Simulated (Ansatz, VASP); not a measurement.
## Two plane-wave programs on Pt

File INCAR:

```
SYSTEM = Pt
ALGO = Fast ; EDIFF = 1E-6
ENCUT = 520 ; GGA = CA
ISIF = 2 ; ISMEAR = 0
LASPH = .TRUE. ; LCHARG = .TRUE.
LELF = .TRUE. ; LREAL = .FALSE.
LVHAR = .TRUE. ; LWAVE = .FALSE.
NBANDS = 11 ; NELM = 100
PREC = Accurate ; SIGMA = 0.15
```

KPOINTS

```
k-points
0
G
  20 20 20
  0 0 0
```

File POSCAR:

```
Pt
1.0
    0.0000000000      1.9468328700      2.0149720204
    2.0003707739      0.0000000000      2.0149720204
    2.0003707739      1.9468328700      0.0000000000
Pt
1
Direct
    0.0000000000      0.0000000000      0.0000000000
```

Input for Ansatz:

```yaml
crystal:
  lattice:
    - [0.0, 1.94683287, 2.0149720204]
    - [2.0003707739, 0.0, 2.0149720204]
    - [2.0003707739, 1.94683287, 0.0]
  atoms:
    - { symbol: Pt, position: [0.0, 0.0, 0.0] }
basis:
  ecutwfc: 420
kpoints:
  mp_grid: { grid: [20, 20, 20] }
hamiltonian:
  xc: lda
scf:
  occupations: { method: gaussian, width: 0.15 }
output:
  forces: true
  stress: true
  eigenvalues: true
```

Change from the starting cell: normal strain along x +0.0275, normal strain along z +0.0350.

Alike in both runs: task single point; functional LDA; k mesh 20 × 20 × 20; occupations gaussian, width 0.15 eV; no spin polarisation.

|  | VASP | Ansatz |
| --- | --- | --- |
| version | VASP 6.6.1 | Ansatz 0.2.0 |
| potentials or method | VASP PAW LDA potentials, release 64 (Pt), cutoff 520 eV | scalar-relativistic, plane waves, PAW |
| valence electrons in the cell | 10 | 18 |

|  | VASP | Ansatz | Ansatz less VASP |
| --- | --- | --- | --- |
| gap on the k mesh at the Fermi level (eV) | none | none | - |
| pressure (GPa) | -15.2 | -15.8 | -0.57 |
| traceless stress, the component that is largest in VASP (GPa) | 1.48 | 1.47 | -0.003 |

LDA's correlation is that of Perdew and Zunger in VASP and of Perdew and Wang (1992) in Ansatz. A gap of «none» marks a metal or a gap that the smearing closes. VASP's potentials hold 10 valence electrons a cell and Ansatz's 18, so a difference there can come from the potentials and not from the codes.

Spin-orbit coupling is off throughout.
